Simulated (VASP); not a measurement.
# InP (I4/mmm) in VASP: notebook

InP is run at these levels: PBE; tasks: electric field gradients.

All numbers are computed with VASP 6.6.1; they aren't measurements. Logs are shortened: lines on timing, memory, paths and dates and some standing lists are left out, and cuts for length are marked.

### 1 The cell of the first run

It takes space group I4/mmm (No. 139, tetragonal). The conventional cell has a = 4.038 Å, b = 4.038 Å, c = 5.767 Å, α = 90.00°, β = 90.00°, γ = 90.00°. Within 3.8 Å of In (site symmetry 4/mmm) lie 6 P at 2.85 to 2.88 Å. P (site symmetry 4/mmm) has 6 In at 2.85 to 2.88 Å within 3.8 Å.

### 2 Electric field gradients, PBE (zz strain of +1 %)

The input, INCAR:

```
PREC = Accurate ; ENCUT = 520
EDIFF = 1E-8 ; ISMEAR = -1
SIGMA = 0.03 ; LREAL = F
LASPH = T ; NELM = 60
ALGO = Normal ; ISIF = 2
LWAVE = F ; LCHARG = F
GGA = PE ; LEFG = T
NBANDS = 16
```

The input, KPOINTS:

```
regular mesh
0
Gamma
  11 11 11
```

The input, POSCAR:

```
InP
1.0
    0.0000000000      2.8550000000      2.8835500000
    2.8550000000      0.0000000000      2.8835500000
    2.8550000000      2.8550000000      0.0000000000
In P
1 1
Direct
    0.0000000000      0.0000000000      0.0000000000
    0.5000000000      0.5000000000      0.5000000000
```

Potentials or basis: VASP PAW PBE potentials, release 64 (In_d, P).

Run with:

```bash
cat potpaw_PBE.64/In_d/POTCAR potpaw_PBE.64/P/POTCAR > POTCAR
mpirun -np 1 vasp_std > vasp.out
```

OUTCAR:

```text
PREC = Accurate
   ENCUT = 520
   EDIFF = 1E-8
   ISMEAR = -1
   LREAL = F
   LASPH = T
   NELM = 60
   ISIF = 2
   GGA = PE

 ion  position               nearest neighbor table
   1  0.000  0.000  0.000-   2 2.85   2 2.85   2 2.85   2 2.85   2 2.88   2 2.88
   2  0.500  0.500  0.500-   1 2.85   1 2.85   1 2.85   1 2.85   1 2.88   1 2.88

  LATTYP: Found a body centered tetragonal cell.
 ALAT       =     4.0375797206
 C/A-ratio  =     1.4283556980

  Lattice vectors:

 A1 = (  -2.8550000000,   0.0000000000,   2.8835500000)
 A2 = (   2.8550000000,   0.0000000000,   2.8835500000)
 A3 = (   0.0000000000,   2.8550000000,  -2.8835500000)

Analysis of symmetry for initial positions (statically):
=====================================================================
 Subroutine PRICEL returns:
 Original cell was already a primitive cell.

 Routine SETGRP: Setting up the symmetry group for a
 body centered tetragonal supercell.

 Subroutine GETGRP returns: Found 16 space group operations
 (whereof 16 operations were pure point group operations)
 out of a pool of 16 trial point group operations.

The static configuration has the point symmetry D_4h.

Analysis of symmetry for dynamics (positions and initial velocities):
=====================================================================
 Subroutine PRICEL returns:
 Original cell was already a primitive cell.

 Routine SETGRP: Setting up the symmetry group for a
 body centered tetragonal supercell.

 Subroutine GETGRP returns: Found 16 space group operations
 (whereof 16 operations were pure point group operations)
 out of a pool of 16 trial point group operations.

The dynamic configuration has the point symmetry D_4h.

 Subroutine INISYM returns: Found 16 space group operations
 (whereof 16 operations are pure point group operations),
 and found     1 'primitive' translations

----------------------------------------------------------------------------------------

                                     Primitive cell

  volume of cell :      47.0078

  direct lattice vectors                    reciprocal lattice vectors
     0.000000000  2.855000000  2.883550000    -0.175131349  0.175131349  0.173397375
     2.855000000  0.000000000  2.883550000     0.175131349 -0.175131349  0.173397375
     2.855000000  2.855000000  0.000000000     0.175131349  0.175131349 -0.173397375

  length of vectors
     4.057817838  4.057817838  4.037579721     0.302338598  0.302338598  0.302338598

  position of ions in fractional coordinates (direct lattice)
     0.000000000  0.000000000  0.000000000
     0.500000000  0.500000000  0.500000000

  ion indices of the primitive-cell ions
   primitive index   ion index
                 1           1
                 2           2

----------------------------------------------------------------------------------------

 KPOINTS: regular mesh

Automatic generation of k-mesh.
 Grid dimensions read from file:
 generate k-points for:   11   11   11

 Generating k-lattice:

  Cartesian coordinates                     Fractional coordinates (reciprocal lattice)
    -0.015921032  0.015921032  0.015763398     0.090909091  0.000000000  0.000000000
     0.015921032 -0.015921032  0.015763398     0.000000000  0.090909091  0.000000000
     0.015921032  0.015921032 -0.015763398    -0.000000000 -0.000000000  0.090909091

  Length of vectors
     0.027485327  0.027485327  0.027485327

  Shift w.r.t. Gamma in fractional coordinates (k-lattice)
     0.000000000  0.000000000  0.000000000

 Subroutine IBZKPT returns following result:
 ===========================================

 Found    126 irreducible k-points:

 Following reciprocal coordinates:
            Coordinates               Weight
  0.000000  0.000000  0.000000      1.000000
  0.090909  0.000000  0.000000      8.000000
  0.181818  0.000000  0.000000      8.000000
  0.272727  0.000000  0.000000      8.000000
  0.363636  0.000000  0.000000      8.000000
  0.454545  0.000000  0.000000      8.000000
[... 16 lines left out ...]
 -0.272727  0.181818  0.000000      8.000000
 -0.181818  0.181818  0.000000      4.000000
 [... further k-points ...]
   k-points           NKPTS =    126   k-points in BZ     NKDIM =    126   number of bands    NBANDS=     16
   number of dos      NEDOS =    301   number of ions     NIONS =      2
   total plane-waves  NPLWV =  27000
   dimension x,y,z NGX =    30 NGY =   30 NGZ =   30
   dimension x,y,z NGXF=    60 NGYF=   60 NGZF=   60
   ions per type =               1   1
   NGX,Y,Z   is equivalent  to a cutoff of  12.29, 12.29, 12.35 a.u.
   NGXF,Y,Z  is equivalent  to a cutoff of  24.58, 24.58, 24.70 a.u.
 SYSTEM =  unknown system
   PREC   = accura    normal or accurate (medium, high low for compatibility)
   ISTART =      0    job   : 0-new  1-cont  2-samecut
   ICHARG =      2    charge: 1-file 2-atom 10-const
   ISPIN  =      1    spin polarized calculation?
   LNONCOLLINEAR =      F non collinear calculations
   LSORBIT =      F    spin-orbit coupling
   LASPH  =      T    aspherical Exc in radial PAW
   ENCUT  =  520.0 eV  38.22 Ry    6.18 a.u.   7.54  7.54  7.51*2*pi/ulx,y,z
   NELM   =     60;   NELMIN=  2; NELMDL= -5     # of ELM steps
   EDIFF  = 0.1E-07   stopping-criterion for ELM
   LREAL  =      F    real-space projection
   EDIFFG = 0.1E-06   stopping-criterion for IOM
   NSW    =      0    number of steps for IOM
   IBRION =     -1    ionic relax: 0-MD 1-quasi-New 2-CG
   NFREE  =      0    steps in history (QN), initial steepest desc. (CG)
   ISIF   =      2    stress and relaxation
   ISYM   =      2    0-nonsym 1-usesym 2-fastsym
   POTIM  = 0.5000    time-step for ionic-motion
   TEBEG  =    0.0;   TEEND  =   0.0 temperature during run
   PSTRESS=    0.0 pullay stress
   NELECT =      18.0000    total number of electrons
   NUPDOWN=      -1.0000    fix difference up-down
   EMIN   =  10.00;   EMAX   =-10.00  energy-range for DOS
   EFERMI =   0.00;   METHOD = LEGACY
   ISMEAR =    -1;   SIGMA  =   0.03  broadening in eV -4-tet -1-fermi 0-gaus
   EFERMI_NEDOS =   21; number of points for ismear=-14 and -15
   IALGO  =     38    algorithm
   IMIX   =      4    mixing-type and parameters
     AMIX     =   0.40;   BMIX     =  1.00
     AMIX_MAG =   1.60;   BMIX_MAG =  1.00
  volume/ion in A,a.u.               =      23.50       158.61
  Fermi-wavevector in a.u.,A,eV,Ry     =   1.188801  2.246508 19.228398  1.413247
  Thomas-Fermi vector in A             =   2.324922
   LORBIT       =      0    0 simple, 1 ext, 2 COOP (PROOUT), +10 PAW based schemes
   GGA     = PE    functional components
[... 5 lines left out ...]
 non-spin polarized calculation
  energy-cutoff  :      520.00
  volume of cell :       47.01
 maximum number of plane-waves:      1289
 NGX is ok and might be reduce to    30
   NGX = 15   NGY = 15   NGZ = 15

 number of electron      17.9999996 magnetization

 Free energy of the ion-electron system (eV)
  ---------------------------------------------------
  ext. energy  EPLUGINS =         0.00000000
  ---------------------------------------------------
  free energy    TOTEN  =        -7.83052661 eV

  energy without entropy =       -7.82790515  energy(sigma->0) =       -7.82921588

 E-fermi :   5.8278     XC(G=0):  -9.9326

 val. band max:        5.8270035211   @ k =  -0.0909   0.0909   0.0000
 cond. band min:       5.8326712815   @ k =   0.4545   0.0000   0.2727
 fundamental gap:      0.0056677605
 Fermi energy:         5.8277683298

 k-point     1 :       0.0000    0.0000    0.0000
  band No.  band energies     occupation
      1      -8.2612      2.00000
      2      -8.2605      2.00000
      3      -8.2487      2.00000
      4      -8.2463      2.00000
      5      -8.2462      2.00000
      6      -5.4536      2.00000
[... 8 lines left out ...]
     15      13.8115      0.00000
     16      13.8115      0.00000

 k-point     2 :       0.0909    0.0000    0.0000
  band No.  band energies     occupation
      1      -8.2636      2.00000
      2      -8.2632      2.00000
      3      -8.2473      2.00000
      4      -8.2438      2.00000
      5      -8.2426      2.00000
      6      -5.3629      2.00000
[... 8 lines left out ...]
     15      13.4332      0.00000
     16      13.8364      0.00000
[... 387 lines left out ...]
      5      -8.2059      2.00000
      6      -4.0412      2.00000
[... 8 lines left out ...]
     15      15.5751      0.00000
     16      17.7326      0.00000

 k-point    24 :      -0.1818    0.1818    0.0000
  band No.  band energies     occupation
      1      -8.2882      2.00000
      2      -8.2875      2.00000
      3      -8.2442      2.00000
      4      -8.2214      2.00000
      5      -8.2100      2.00000
      6      -4.5191      2.00000
[... 8 lines left out ...]
     15      15.3713      0.00000
     16      16.5665      0.00000

 [... further k-points ...]

------------------------ aborting loop because EDIFF is reached ----------------------------------------

  FORCE on cell =-STRESS in cart. coord.  units (eV):
  Direction    XX          YY          ZZ          XY          YZ          ZX
  --------------------------------------------------------------------------------------
  -------------------------------------------------------------------------------------
  Total       -1.6345758     -1.6345758     -1.8525640      0.0000000      0.0000000      0.0000000
  in kB      -55.7116388    -55.7116388    -63.1413843      0.0000000      0.0000000      0.0000000
  external PRESSURE =     -58.1882207 kB  Pullay stress =       0.0000000 kB

 VOLUME and BASIS-vectors are now :
 -----------------------------------------------------------------------------
  energy-cutoff  :      520.00
  volume of cell :       47.01
      direct lattice vectors                 reciprocal lattice vectors
     0.000000000  2.855000000  2.883550000    -0.175131349  0.175131349  0.173397375
     2.855000000  0.000000000  2.883550000     0.175131349 -0.175131349  0.173397375
     2.855000000  2.855000000  0.000000000     0.175131349  0.175131349 -0.173397375

 POSITION                                       TOTAL-FORCE (eV/Angst)
 -----------------------------------------------------------------------------------
      0.00000      0.00000      0.00000        -0.000000      0.000000     -0.000000
      2.85500      2.85500      2.88355         0.000000     -0.000000      0.000000
 -----------------------------------------------------------------------------------
    total drift:                               -0.000000      0.000000      0.000000

  FREE ENERGIE OF THE ION-ELECTRON SYSTEM (eV)
  ---------------------------------------------------
  free  energy   TOTEN  =        -7.8305266138 eV

  energy  without entropy=       -7.8279051526  energy(sigma->0) =       -7.82921588

 Electric field gradients (V/A^2)
---------------------------------------------------------------------
 ion       V_xx      V_yy      V_zz      V_xy      V_xz      V_yz
---------------------------------------------------------------------
   1      -4.528    -4.528     9.056    -0.002    -0.001    -0.001
   2       0.460     0.460    -0.920    -0.000    -0.000    -0.000
---------------------------------------------------------------------

 Electric field gradients after diagonalization (V/A^2)
 (convention: |V_zz| > |V_xx| > |V_yy|)
----------------------------------------------------------------------
 ion       V_xx      V_yy      V_zz     asymmetry (V_yy - V_xx)/ V_zz
----------------------------------------------------------------------
   1      -4.530    -4.527     9.056       0.000
   2       0.460     0.460    -0.920       0.000
----------------------------------------------------------------------

           NMR quadrupolar parameters

 Cq : quadrupolar parameter    Cq=e*Q*V_zz/h
 eta: asymmetry parameters     (V_yy - V_xx)/ V_zz
 Q  : nuclear electric quadrupole moment in mb (millibarn)
----------------------------------------------------------------------
 ion       Cq(MHz)       eta       Q (mb)
----------------------------------------------------------------------
   1       0.022       0.000       1.000
   2      -0.002       0.000       1.000
----------------------------------------------------------------------
```

It took 2.2 min on 1 thread of Intel Xeon 8259CL, shared host; peak memory 0.24 GiB.

What came out:

```
Free energy                             : -7.8305 eV
Pressure                                : -5.8 GPa
Band gap on the k mesh                  : zero (bands 9 and 10 overlap by 2.25 eV)
Largest electric field gradient by atom : In +9.1; P -0.9 V/Å²
```

Stress tensor (GPa, compression positive):
```
-5.57  0.00  0.00
 0.00 -5.57  0.00
 0.00  0.00 -6.31
```

Levels at points of the mesh, in eV from the Fermi level:
```tsv
k point	band 7	band 8	band 9	band 10	band 11	band 12
(0.00, 0.00, 0.00)	-0.22	-0.22	-0.22	-0.14	7.05	7.12
```

Electric field gradients, principal values (V/Å²):
| atom | least | middle | greatest (by size) |
| --- | --- | --- | --- |
| 1 In | -4.527 | -4.530 | 9.056 |
| 2 P | 0.460 | 0.460 | -0.920 |

Caveat: the cell differs from its parent crystal (zz strain of +1 %); the cell stands under tension; without QUAD_EFG the Cq values of the log hold for a quadrupole moment of 1 mb, not for the nuclei; spin-orbit coupling is left out, which moves the levels of the heavy elements.

(Continued in part 2 of 2.)
